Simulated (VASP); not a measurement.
# Ti14Si (a cell with a defect) in VASP: a series of runs

Ti14Si (a cell with a defect) is run at these levels: PBE; tasks: single point.

All numbers are computed with VASP 6.6.1; they aren't measurements. Logs are shortened: lines on timing, memory, paths and dates and some standing lists are left out, and cuts for length are marked.

### Step 1. The cell of the first run

The cell holds a defect, 15 atoms: a = 7.122 Å, b = 7.122 Å, c = 7.122 Å, α = 109.47°, β = 109.47°, γ = 109.47°.

### Step 2. Single point, PBE

Contents of INCAR:

```
SYSTEM = Ti14Si
PREC = Accurate ; ENCUT = 520
EDIFF = 1E-7 ; ISMEAR = 0
SIGMA = 0.1 ; LREAL = Auto
LASPH = .TRUE. ; NELM = 80
ALGO = Normal ; ISIF = 2
LWAVE = .FALSE. ; LCHARG = .FALSE.
GGA = PE ; NBANDS = 99
```

Contents of KPOINTS:

```
Automatic mesh
0
Gamma
  4 4 4
  0.5 0.5 0.5
```

Contents of POSCAR:

```
Ti14Si
1.0
   -4.1120350457     -4.1120350457     -4.1120350457
   -4.1120350457      4.1120350457      4.1120350457
    4.1120350457      4.1120350457     -4.1120350457
Si Ti
1 14
Direct
    0.7542577983      0.0000000000      0.2457421906
    0.2429377398      0.0000000000      0.7570622491
    0.7597962968      0.5136562496      0.7538599417
    0.7599524239      0.2489601836      0.0182119070
    0.5064055819      0.2478660782      0.2476867266
    0.2307482766      0.2489601836      0.4890077486
    0.0001793516      0.2478660782      0.7414604852
   -0.0040676939      0.0000000000      0.0040676939
    0.7523132623      0.7521339107      0.4935944070
    0.5109922403      0.7510399269      0.7692518339
    0.5035524933      0.5070879691      0.0035354757
    0.2461400471      0.4863437392      0.2402036921
   -0.0035354757      0.4929121414      0.4964476171
    0.2585395037      0.7521339107     -0.0001793516
   -0.0182119070      0.7510399269      0.2400476866
```

Potentials or basis: VASP PAW PBE potentials, release 64 (Si, Ti_sv).

On the command line:

```sh
$ cat potpaw_PBE.64/Si/POTCAR potpaw_PBE.64/Ti_sv/POTCAR > POTCAR
$ mpirun -np 1 vasp_std > vasp.out
```

OUTCAR:

```text
SYSTEM = Ti14Si
   PREC = Accurate
   ENCUT = 520
   EDIFF = 1E-7
   ISMEAR = 0
   LREAL = Auto
   LASPH = .TRUE.
   NELM = 80
   ISIF = 2
   GGA = PE

 ion  position               nearest neighbor table
   1  0.754  0.000  0.246-  10 2.77  15 2.77   4 2.77   6 2.77   8 2.81  11 2.87  13 2.87   7 2.88
                             5 2.88  14 2.88   9 2.88
   2  0.243  0.000  0.757-   7 2.86   9 2.86   5 2.86  14 2.86   8 2.87
   3  0.760  0.514  0.754-   8 2.83  10 2.83  15 2.83  13 2.88   9 2.90  14 2.90
   4  0.760  0.249  0.018-   1 2.77  13 2.78   5 2.81   8 2.82  12 2.83  10 2.90
   5  0.506  0.248  0.248-   4 2.81  13 2.85   2 2.86   1 2.88  14 2.88  12 2.90
   6  0.231  0.249  0.489-   1 2.77  13 2.78   7 2.81   8 2.82  12 2.83  15 2.90
   7  0.000  0.248  0.741-   6 2.81  13 2.85   2 2.86   1 2.88   9 2.88  12 2.90
   8  0.996  0.000  0.004-   1 2.81   6 2.82   4 2.82  15 2.82  10 2.82  12 2.83   3 2.83   2 2.87

   9  0.752  0.752  0.494-  15 2.81  11 2.85   2 2.86   1 2.88   7 2.88   3 2.90
  10  0.511  0.751  0.769-   1 2.77  11 2.78  14 2.81   8 2.82   3 2.83   4 2.90
  11  0.504  0.507  0.004-  10 2.78  15 2.78  14 2.85   9 2.85   1 2.87  12 2.88
  12  0.246  0.486  0.240-   8 2.83   6 2.83   4 2.83  11 2.88   5 2.90   7 2.90
  13  0.996  0.493  0.496-   4 2.78   6 2.78   7 2.85   5 2.85   1 2.87   3 2.88
  14  0.259  0.752  1.000-  10 2.81  11 2.85   2 2.86   1 2.88   5 2.88   3 2.90
  15  0.982  0.751  0.240-   1 2.77  11 2.78   9 2.81   8 2.82   3 2.83   6 2.90

  LATTYP: Found a body centered cubic cell.
 ALAT       =     8.2240700914

  Lattice vectors:

 A1 = (  -4.1120350457,  -4.1120350457,  -4.1120350457)
 A2 = (  -4.1120350457,   4.1120350457,   4.1120350457)
 A3 = (   4.1120350457,   4.1120350457,  -4.1120350457)

Analysis of symmetry for initial positions (statically):
=====================================================================
 Subroutine PRICEL returns:
 Original cell was already a primitive cell.

 Routine SETGRP: Setting up the symmetry group for a
 body centered cubic supercell.

 Subroutine GETGRP returns: Found  4 space group operations
 (whereof  4 operations were pure point group operations)
 out of a pool of 48 trial point group operations.

The static configuration has the point symmetry C_2v.

Analysis of symmetry for dynamics (positions and initial velocities):
=====================================================================
 Subroutine PRICEL returns:
 Original cell was already a primitive cell.

 Routine SETGRP: Setting up the symmetry group for a
 body centered cubic supercell.

 Subroutine GETGRP returns: Found  4 space group operations
 (whereof  4 operations were pure point group operations)
 out of a pool of 48 trial point group operations.

The dynamic configuration has the point symmetry C_2v.

 Subroutine INISYM returns: Found  4 space group operations
 (whereof  4 operations are pure point group operations),
 and found     1 'primitive' translations

----------------------------------------------------------------------------------------

                                     Primitive cell

  volume of cell :     278.1188

  direct lattice vectors                    reciprocal lattice vectors
    -4.112035046 -4.112035046 -4.112035046    -0.121594294  0.000000000 -0.121594294
    -4.112035046  4.112035046  4.112035046    -0.121594294  0.121594294  0.000000000
     4.112035046  4.112035046 -4.112035046     0.000000000  0.121594294 -0.121594294

  length of vectors
     7.122253622  7.122253622  7.122253622     0.171960300  0.171960300  0.171960300

  position of ions in fractional coordinates (direct lattice)
     0.754257798  0.000000000  0.245742191
     0.242937740  0.000000000  0.757062249
     0.759796297  0.513656250  0.753859942
     0.759952424  0.248960184  0.018211907
     0.506405582  0.247866078  0.247686727
     0.230748277  0.248960184  0.489007749
     0.000179352  0.247866078  0.741460485
     0.995932306  0.000000000  0.004067694
     0.752313262  0.752133911  0.493594407
     0.510992240  0.751039927  0.769251834
     0.503552493  0.507087969  0.003535476
     0.246140047  0.486343739  0.240203692
     0.996464524  0.492912141  0.496447617
     0.258539504  0.752133911  0.999820648
     0.981788093  0.751039927  0.240047687

  ion indices of the primitive-cell ions
   primitive index   ion index
                 1           1
                 2           2
                 3           3
                 4           4
                 5           5
                 6           6
                 7           7
                 8           8
                 9           9
                10          10
                11          11
                12          12
                13          13
                14          14
                15          15

----------------------------------------------------------------------------------------

 KPOINTS: Automatic mesh

Automatic generation of k-mesh.
 Grid dimensions read from file:
 generate k-points for:    4    4    4

 Generating k-lattice:

  Cartesian coordinates                     Fractional coordinates (reciprocal lattice)
    -0.030398574  0.000000000 -0.030398574     0.250000000  0.000000000  0.000000000
    -0.030398574  0.030398574  0.000000000     0.000000000  0.250000000  0.000000000
     0.000000000  0.030398574 -0.030398574     0.000000000  0.000000000  0.250000000

  Length of vectors
     0.042990075  0.042990075  0.042990075

  Shift w.r.t. Gamma in fractional coordinates (k-lattice)
     0.500000000  0.500000000  0.500000000

 Subroutine IBZKPT returns following result:
 ===========================================

 Found     15 irreducible k-points:

 Following reciprocal coordinates:
            Coordinates               Weight
  0.125000  0.125000  0.125000      4.000000
  0.375000 -0.125000 -0.125000      4.000000
  0.375000  0.125000  0.125000      8.000000
  0.125000  0.375000  0.125000      2.000000
 -0.375000 -0.125000 -0.375000      2.000000
 -0.125000  0.125000  0.125000      4.000000
  0.125000 -0.125000  0.125000      2.000000
 -0.375000  0.375000  0.125000      8.000000
  0.125000 -0.375000  0.375000      8.000000
  0.375000  0.125000 -0.375000      4.000000
  0.125000 -0.375000 -0.125000      4.000000
 -0.375000 -0.375000  0.125000      4.000000
 -0.375000  0.125000 -0.375000      4.000000
 -0.375000  0.375000  0.375000      4.000000
  0.375000 -0.375000  0.375000      2.000000
   k-points           NKPTS =     15   k-points in BZ     NKDIM =     15   number of bands    NBANDS=     99
   number of dos      NEDOS =    301   number of ions     NIONS =     15
   total plane-waves  NPLWV = 157464
   dimension x,y,z NGX =    54 NGY =   54 NGZ =   54
   dimension x,y,z NGXF=   108 NGYF=  108 NGZF=  108
   ions per type =               1  14
   NGX,Y,Z   is equivalent  to a cutoff of  12.60, 12.60, 12.60 a.u.
   NGXF,Y,Z  is equivalent  to a cutoff of  25.21, 25.21, 25.21 a.u.
 SYSTEM =  Ti14Si
   PREC   = accura    normal or accurate (medium, high low for compatibility)
   ISTART =      0    job   : 0-new  1-cont  2-samecut
   ICHARG =      2    charge: 1-file 2-atom 10-const
   ISPIN  =      1    spin polarized calculation?
   LNONCOLLINEAR =      F non collinear calculations
   LSORBIT =      F    spin-orbit coupling
   LASPH  =      T    aspherical Exc in radial PAW
   ENCUT  =  520.0 eV  38.22 Ry    6.18 a.u.  13.24 13.24 13.24*2*pi/ulx,y,z
   NELM   =     80;   NELMIN=  2; NELMDL= -5     # of ELM steps
   EDIFF  = 0.1E-06   stopping-criterion for ELM
   LREAL  =      T    real-space projection
   EDIFFG = 0.1E-05   stopping-criterion for IOM
   NSW    =      0    number of steps for IOM
   IBRION =     -1    ionic relax: 0-MD 1-quasi-New 2-CG
   NFREE  =      0    steps in history (QN), initial steepest desc. (CG)
   ISIF   =      2    stress and relaxation
   ISYM   =      2    0-nonsym 1-usesym 2-fastsym
   POTIM  = 0.5000    time-step for ionic-motion
   TEBEG  =    0.0;   TEEND  =   0.0 temperature during run
   PSTRESS=    0.0 pullay stress
   NELECT =     172.0000    total number of electrons
   NUPDOWN=      -1.0000    fix difference up-down
   EMIN   =  10.00;   EMAX   =-10.00  energy-range for DOS
   EFERMI =   0.00;   METHOD = LEGACY
   ISMEAR =     0;   SIGMA  =   0.10  broadening in eV -4-tet -1-fermi 0-gaus
   EFERMI_NEDOS =   21; number of points for ismear=-14 and -15
   IALGO  =     38    algorithm
   IMIX   =      4    mixing-type and parameters
     AMIX     =   0.40;   BMIX     =  1.00
     AMIX_MAG =   1.60;   BMIX_MAG =  1.00
  volume/ion in A,a.u.               =      18.54       125.12
  Fermi-wavevector in a.u.,A,eV,Ry     =   1.394786  2.635763 26.469146  1.945427
  Thomas-Fermi vector in A             =   2.518301
   LORBIT       =      0    0 simple, 1 ext, 2 COOP (PROOUT), +10 PAW based schemes
   GGA     = PE    functional components
   LHFCALC =     F    Hartree Fock is set to
   AEXX    =    0.0000 exact exchange contribution
   IVDW    =     0    specifies the selected vdW correction
   LEPSILON=     F    determine dielectric tensor
   LRPA    =     F    only Hartree local field effects (RPA)
 non-spin polarized calculation
 Gauss-broadening in eV      SIGMA  =   0.10
  energy-cutoff  :      520.00
  volume of cell :      278.12
 maximum number of plane-waves:      7507
 NGX is ok and might be reduce to    54
   NGX = 27   NGY = 27   NGZ = 27

 number of electron     172.0000026 magnetization

 Free energy of the ion-electron system (eV)
  ---------------------------------------------------
  ext. energy  EPLUGINS =         0.00000000
  ---------------------------------------------------
  free energy    TOTEN  =      -114.00419512 eV

  energy without entropy =     -113.89195751  energy(sigma->0) =     -113.94807631

 E-fermi :   7.4451     XC(G=0): -11.0374

 val. band max:        7.4420536870   @ k =   0.1250   0.3750   0.1250
 cond. band min:       7.4482023028   @ k =   0.3750  -0.1250  -0.1250
 fundamental gap:      0.0061486158
 Fermi energy:         7.4451429533

 k-point     1 :       0.1250    0.1250    0.1250
  band No.  band energies     occupation
      1     -49.3325      2.00000
      2     -49.2986      2.00000
      3     -49.2837      2.00000
      4     -49.2668      2.00000
      5     -49.2619      2.00000
      6     -49.2393      2.00000
[... 90 lines left out ...]
     97       8.4767      0.00000
     98       8.4918      0.00000

 k-point     2 :       0.3750   -0.1250   -0.1250
  band No.  band energies     occupation
      1     -49.3349      2.00000
      2     -49.2890      2.00000
      3     -49.2836      2.00000
      4     -49.2716      2.00000
      5     -49.2624      2.00000
      6     -49.2453      2.00000
[... 1302 lines left out ...]
     97       8.3331      0.00000
     98       8.4141      0.00000

 k-point    15 :       0.3750   -0.3750    0.3750
  band No.  band energies     occupation
      1     -49.3186      2.00000
      2     -49.3013      2.00000
      3     -49.2909      2.00000
      4     -49.2640      2.00000
      5     -49.2609      2.00000
      6     -49.2426      2.00000
[... 90 lines left out ...]
     97       8.3100      0.00000
     98       8.3642      0.00000
 [bands above 98 left out]

------------------------ aborting loop because EDIFF is reached ----------------------------------------

  FORCE on cell =-STRESS in cart. coord.  units (eV):
  Direction    XX          YY          ZZ          XY          YZ          ZX
  --------------------------------------------------------------------------------------
  -------------------------------------------------------------------------------------
  Total       -6.2658520     -6.2658520     -7.3548812      1.4337364      0.0000000      0.0000000
  in kB      -36.0961014    -36.0961014    -42.3697429      8.2594189      0.0000000      0.0000000
  external PRESSURE =     -38.1873153 kB  Pullay stress =       0.0000000 kB

 VOLUME and BASIS-vectors are now :
 -----------------------------------------------------------------------------
  energy-cutoff  :      520.00
  volume of cell :      278.12
      direct lattice vectors                 reciprocal lattice vectors
    -4.112035046 -4.112035046 -4.112035046    -0.121594294  0.000000000 -0.121594294
    -4.112035046  4.112035046  4.112035046    -0.121594294  0.121594294  0.000000000
     4.112035046  4.112035046 -4.112035046     0.000000000  0.121594294 -0.121594294

 POSITION                                       TOTAL-FORCE (eV/Angst)
 -----------------------------------------------------------------------------------
     -2.09103     -2.09103     -4.11204        -0.005269     -0.005269      0.000000
      2.11410      2.11410     -4.11204         0.007229      0.007229      0.000000
     -2.13658      2.08776     -4.11204         0.017284      0.028557      0.000000
     -4.07380     -2.02633     -2.17611        -0.006063      0.002694     -0.007635
     -2.08310     -0.04463     -2.08162        -0.007329     -0.005638     -0.004109
      0.03824      2.08570     -1.93593        -0.006063      0.002694      0.007635
      2.02894      4.06741     -2.03042        -0.007329     -0.005638      0.004109
     -4.07858     -4.07858     -4.11204        -0.001298     -0.001298      0.000000
     -4.15666      2.02894     -2.03042        -0.005638     -0.007329      0.004109
     -2.02633      4.15027     -2.17611         0.002694     -0.006063     -0.007635
     -4.14125      0.02908      0.00000         0.006665     -0.020496      0.000000
     -2.02427      1.97545      0.00000         0.028557      0.017284     -0.000000
     -4.08296     -0.02922     -4.11204        -0.020496      0.006665     -0.000000
     -0.04463      6.14098     -2.08162        -0.005638     -0.007329     -0.004109
     -6.13837      0.03824     -1.93593         0.002694     -0.006063      0.007635
 -----------------------------------------------------------------------------------
    total drift:                                0.048765      0.044025     -0.000341

  FREE ENERGIE OF THE ION-ELECTRON SYSTEM (eV)
  ---------------------------------------------------
  free  energy   TOTEN  =      -114.0041951188 eV

  energy  without entropy=     -113.8919575105  energy(sigma->0) =     -113.94807631
```

It took 10 min on 1 thread of Intel Xeon 6975P-C (Granite Rapids), shared host; peak memory 0.52 GiB.

Results:

```yaml
Free_energy: -114.0042 eV
Pressure: -3.8 GPa
Largest_force: 0.033 eV/Å
Band_gap_on_the_k_mesh: zero (band 86 reaches 7.49 eV, above the bottom of band 87 at 7.34 eV)
```

Forces in eV/Å, atoms in the order of the input:
```
Si  -0.005 -0.005  0.000
Ti   0.007  0.007  0.000
Ti   0.017  0.029  0.000
Ti  -0.006  0.003 -0.008
Ti  -0.007 -0.006 -0.004
Ti  -0.006  0.003  0.008
Ti  -0.007 -0.006  0.004
Ti  -0.001 -0.001  0.000
Ti  -0.006 -0.007  0.004
Ti   0.003 -0.006 -0.008
Ti   0.007 -0.020  0.000
Ti   0.029  0.017  0.000
Ti  -0.020  0.007  0.000
Ti  -0.006 -0.007 -0.004
Ti   0.003 -0.006  0.008
```

### Step 3. Single point, PBE

Contents of INCAR:

```
ALGO = Normal ; EDIFF = 1E-6
ENCUT = 520 ; GGA = PE
ISIF = 2 ; ISMEAR = 0
LASPH = T ; LCHARG = F
LREAL = Auto ; LWAVE = F
NBANDS = 99 ; NELM = 80
PREC = Accurate ; SIGMA = 0.1
```

KPOINTS is that of step 2.

Contents of POSCAR:

```
Ti14Si
1.0
   -4.1120350457     -4.1120350457     -4.1120350457
   -4.1120350457      4.1120350457      4.1120350457
    4.1120350457      4.1120350457     -4.1120350457
Si Ti
1 14
Direct
    0.7169362535      0.0000000000      0.2830637354
    0.2535619197      0.0000000000      0.7464380692
    0.7455882467      0.4956987179      0.7501104601
    0.7613092946      0.2485977110      0.0205411673
    0.4900461639      0.2507951631      0.2327486243
    0.2280566653      0.2485977110      0.4872885269
    0.0180465388      0.2507951631      0.7607489881
   -0.0045439788      0.0000000000      0.0045439788
    0.7672513646      0.7492048258      0.5099538250
    0.5127115836      0.7514022779      0.7719434452
    0.5090834530      0.5173970981      0.0083136451
    0.2498896504      0.5043013926      0.2544117422
   -0.0083136451      0.4826030124      0.4909166575
    0.2392510008      0.7492048258     -0.0180465388
   -0.0205411673      0.7514021563      0.2386905727
```

Potentials or basis: VASP PAW PBE potentials, release 64 (Si, Ti_sv).

On the command line:

```sh
$ cat potpaw_PBE.64/Si/POTCAR potpaw_PBE.64/Ti_sv/POTCAR > POTCAR
$ mpirun -np 1 vasp_std > vasp.out
```

Run time: 10 min. Hardware: 1 thread of Intel Xeon 6975P-C (Granite Rapids), shared host; peak memory 0.52 GiB.

The run converged. Its results:

| Property | Result |
| --- | --- |
| Free energy | -113.6565 eV |
| Pressure | -4.0 GPa |
| Largest force | 1.201 eV/Å |
| Band gap on the k mesh | zero (band 86 reaches 7.50 eV, above the bottom of band 87 at 7.36 eV) |

Forces in eV/Å, atoms in the order of the input:
```
Si  -0.849 -0.849  0.000
Ti   0.022  0.022  0.000
Ti  -0.035  0.126  0.000
Ti   0.152  0.046 -0.137
Ti   0.039  0.029 -0.087
Ti   0.152  0.046  0.137
Ti   0.039  0.029  0.087
Ti   0.100  0.100  0.000
Ti   0.029  0.039  0.087
Ti   0.046  0.152 -0.137
Ti   0.115 -0.009  0.000
Ti   0.126 -0.035  0.000
Ti  -0.009  0.115  0.000
Ti   0.029  0.039 -0.087
Ti   0.046  0.152  0.137
```

Stress tensor (GPa, compression positive):
```
-4.79  1.04  0.00
 1.04 -4.79  0.00
 0.00  0.00 -2.51
```

Levels at points of the mesh, in eV from the Fermi level:
```tsv
k point	band 83	band 84	band 85	band 86	band 87	band 88	band 89	band 90
(0.12, 0.12, 0.12)	-0.38	-0.31	-0.24	-0.04	0.00	0.15	0.18	0.29
```

### Step 4. Single point, PBE

Contents of INCAR:

```
PREC = Accurate
ENCUT = 520
EDIFF = 1E-6
ISMEAR = 0
SIGMA = 0.1
LREAL = Auto
LASPH = T
NELM = 100
ALGO = Normal
ISIF = 2
LWAVE = F
LCHARG = F
GGA = PE
NBANDS = 99
```

KPOINTS is that of step 3.

Contents of POSCAR:

```
Ti14Si
1.0
   -4.1120350457     -4.1120350457     -4.1120350457
   -4.1120350457      4.1120350457      4.1120350457
    4.1120350457      4.1120350457     -4.1120350457
Si Ti
1 14
Direct
    0.4957421270      0.0000000000      0.5042578619
    0.2540675088      0.0000000000      0.7459324801
    0.7464477967      0.4929122630      0.7464644552
    0.7390075635      0.2489600620     -0.0192519030
    0.4976869062      0.2478659566      0.2564057670
    0.2682119651      0.2489600620      0.5099524874
   -0.0085398105      0.2478659566      0.7501790393
    0.0070621966      0.0000000000     -0.0070621966
    0.7435942218      0.7521340323      0.5023130827
    0.4900475014      0.7510399269      0.7317880238
    0.4902035069      0.4863434960     -0.0038600109
    0.2535355337      0.5070877259      0.2535521921
    0.0038600109      0.5136564928      0.5097964820
    0.2498209496      0.7521340323      0.0085398105
    0.0192519030      0.7510399269      0.2609924254
```

On the command line:

```sh
$ cat potpaw_PBE.64/Si/POTCAR potpaw_PBE.64/Ti_sv/POTCAR > POTCAR
$ mpirun -np 1 vasp_std > vasp.out
```

Run time: 18 min. Hardware: 1 thread of Intel Xeon Platinum 8259CL at 2.50GHz (Skylake/Cascade Lake), shared host; peak memory 0.53 GiB.

The run converged. Its results:

| Item | Value |
| --- | --- |
| Free energy | -114.0027 eV |
| Pressure | -3.9 GPa |
| Largest force | 0.028 eV/Å |
| Band gap on the k mesh | zero (band 86 reaches 7.49 eV, above the bottom of band 87 at 7.34 eV) |

Forces on the atoms (eV/Å):
```
Si   0.005  0.005  0.000
Ti  -0.010 -0.010  0.000
Ti   0.014 -0.005  0.000
Ti  -0.004  0.007  0.000
Ti   0.004  0.008 -0.014
Ti  -0.004  0.007  0.000
Ti   0.004  0.008  0.014
Ti  -0.020 -0.020  0.000
Ti   0.008  0.004  0.014
Ti   0.007 -0.004  0.000
Ti  -0.008 -0.009  0.000
Ti  -0.005  0.014  0.000
Ti  -0.009 -0.008  0.000
Ti   0.008  0.004 -0.014
Ti   0.007 -0.004  0.000
```

Stress tensor (GPa, compression positive):
```
-3.65  0.84  0.00
 0.84 -3.65  0.00
 0.00  0.00 -4.26
```

Levels at points of the mesh, in eV from the Fermi level:
| k point | band 82 | band 83 | band 84 | band 85 | band 86 | band 87 | band 88 | band 89 | band 90 | band 91 |
| --- | --- | --- | --- | --- | --- | --- | --- | --- | --- | --- |
| (0.12, 0.12, 0.12) | -0.41 | -0.34 | -0.33 | -0.20 | -0.06 | -0.01 | 0.13 | 0.18 | 0.27 | 0.34 |
